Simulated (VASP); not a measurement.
A run of VASP 6.6.1:

Contents of POSCAR:

```
MgI2
1.0
    0.0000000000      3.7557205824      3.7557205824
    3.7557205824      0.0000000000      3.7557205824
    3.7557205824      3.7557205824      0.0000000000
Mg I
1 2
Direct
    0.0000000000      0.0000000000      0.0000000000
    0.2500000000      0.2500000000      0.2500000000
    0.7500000000      0.7500000000      0.7500000000
```

Contents of INCAR.step1:

```
ALGO     = Normal         # electronic algorithm
EDIFF    = 1E-4           # SCF threshold, eV
ENCUT    = 520            # plane-wave cutoff, eV
GGA      = PE             # functional
ISMEAR   = 0              # smearing method
LASPH    = T              # aspherical terms in the spheres
LCHARG   = F              # write CHGCAR
LREAL    = F              # projectors in reciprocal space
LWAVE    = T              # write WAVECAR
NBANDS   = 15             # bands
NELM     = 80             # most SCF steps
PREC     = Accurate       # precision mode
SIGMA    = 0.01           # smearing width, eV
```

File INCAR.step2:

```
ALGO     = Normal         # electronic algorithm
EDIFF    = 1E-6           # SCF threshold, eV
ENCUT    = 520            # plane-wave cutoff, eV
ISIF     = 2              # what is computed and relaxed
ISMEAR   = 0              # smearing method
ISTART   = 1            
LASPH    = T              # aspherical terms in the spheres
LCHARG   = F              # write CHGCAR
LMIXTAU  = T            
LREAL    = F              # projectors in reciprocal space
LWAVE    = F              # write WAVECAR
METAGGA  = R2SCAN         # meta-GGA
NBANDS   = 15             # bands
NELM     = 80             # most SCF steps
PREC     = Accurate       # precision mode
SIGMA    = 0.01           # smearing width, eV
```

Contents of KPOINTS:

```
k-points
0
Gamma
  6 6 6
```

Potentials or basis: VASP PAW PBE potentials, release 64 (Mg, I).

Launch:

```bash
$ cat potpaw_PBE.64/Mg/POTCAR potpaw_PBE.64/I/POTCAR > POTCAR
$ cp INCAR.step1 INCAR
$ mpirun -np 1 vasp_std > vasp.out
$ cp INCAR.step2 INCAR
$ mpirun -np 1 vasp_std > vasp.out
```

Hardware: 1 thread of Intel(R) Xeon(R) Platinum 8488C (Sapphire Rapids), with other jobs on the host.

**Question.** How long does it take, and how much memory?

**Answer.** It took 84 s on 1 thread of Intel(R) Xeon(R) Platinum 8488C (Sapphire Rapids) (shared host), peak memory 0.27 GiB. Counts: k points 16.
